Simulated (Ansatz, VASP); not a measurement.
# One calculation of Ru, two programs

File INCAR:

```
ALGO = Fast
EDIFF = 1E-6
ENCUT = 520
GGA = PS
ISIF = 2
ISMEAR = 0
LASPH = True
LCHARG = True
LELF = True
LREAL = False
LVHAR = True
LWAVE = False
NBANDS = 21
NELM = 60
PREC = Accurate
SIGMA = 0.15
```

The input KPOINTS:

```
k-points
0
Gamma
  18 18 10
```

The input POSCAR:

```
Ru
1.0
    2.6896847532      0.0000000000      0.0000000000
   -1.3448423766      2.3293353245      0.0000000000
    0.0000000000      0.0000000000      4.2523798378
Ru
2
Direct
    0.2512311325      0.6065636843      0.2500000000
    0.7487688675      0.3934363157      0.7500000000
```

Input for Ansatz:

```yaml
crystal:
  lattice:
    - [2.6896847532, 0.0, 0.0]
    - [-1.3448423766, 2.3293353245, 0.0]
    - [0.0, 0.0, 4.2523798378]
  atoms:
    - { symbol: Ru, position: [0.2512311325, 0.6065636843, 0.25] }
    - { symbol: Ru, position: [0.7487688675, 0.3934363157, 0.75] }
basis:
  ecutwfc: 420
kpoints:
  mp_grid: { grid: [18, 18, 10] }
hamiltonian:
  xc: pbesol
  pseudopotentials: { kind: paw, azcp: { folder: soft_1 } }
scf:
  occupations: { method: gaussian, width: 0.15 }
output:
  forces: true
  stress: true
  eigenvalues: true
```

Change from the starting cell: mode 4 frozen in at -0.140 Å and mode 5 at -0.140 Å (largest displacements).

Alike in both runs: task single point; functional PBEsol; k mesh 18 × 18 × 10; occupations gaussian, width 0.15 eV; no spin polarisation.

|  | VASP | Ansatz |
| --- | --- | --- |
| version | VASP 6.6.1 | Ansatz 0.2.0 |
| potentials or method | VASP PAW PBE potentials, release 64 (Ru_pv), cutoff 520 eV | scalar-relativistic, plane waves, PAW |
| valence electrons in the cell | 28 | 32 |

```tsv
	VASP	Ansatz	Ansatz less VASP
gap on the k mesh at the Fermi level (eV)	none	none	-
pressure (GPa)	8.2	8.2	0.00
traceless stress, the component that is largest in VASP (GPa)	-10.25	-10.15	+0.105
rms of the force components (eV/Å)	1.396	1.392	-0.0041
```

VASP's potentials were made for PBE, not for PBEsol, and Ansatz warns of the same on its side. Atom by atom the forces differ by 0.006 eV/Å (rms over components). A gap of «none» marks a metal or a gap that the smearing closes. VASP's potentials hold 28 valence electrons a cell and Ansatz's 32, so a difference there can come from the potentials and not from the codes.
